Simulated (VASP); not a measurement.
A run of VASP 6.6.1 is set up as follows.

The input INCAR:

```
SYSTEM = WC
  ALGO = Normal
  EDIFF = 1E-7
  ENCUT = 520
  GGA = PE
  ISIF = 2
  ISMEAR = -1
  LASPH = .True.
  LCHARG = .False.
  LREAL = .False.
  LWAVE = .False.
  NBANDS = 16
  NELM = 80
  PREC = Accurate
  SIGMA = 0.05
```

Contents of KPOINTS:

```
k-points
0
Gamma
  13 13 12
  0 0 0
```

File POSCAR:

```
WC
1.0
    2.8424914073      0.0000000000      0.0000000000
   -1.4212457036      2.4616697688      0.0000000000
    0.0000000000      0.0000000000      2.8290000000
W C
1 1
Direct
    0.0000000000      0.0000000000      0.0000000000
    0.6666666667      0.3333333333      0.5000000000
```

Potentials or basis: VASP PAW PBE potentials, release 64 (W_sv, C).

Launch:

```bash
$ cat potpaw_PBE.64/W_sv/POTCAR potpaw_PBE.64/C/POTCAR > POTCAR
$ mpirun -np 1 vasp_std > vasp.out
```

Question: Estimate the band gap on the k mesh.

Answer: Zero (band 9 reaches 12.50 eV, above the bottom of band 10 at 11.11 eV).

Question: Predict the pressure.

Answer: 27.5 GPa.

Stress tensor (GPa, compression positive):
```
31.92  0.00  0.00
 0.00 31.92  0.00
 0.00  0.00 18.74
```

Caveat: the cell differs from its parent crystal (equal xx and yy strain of -2 %); spin-orbit coupling is left out, which moves the levels of the heavy elements.
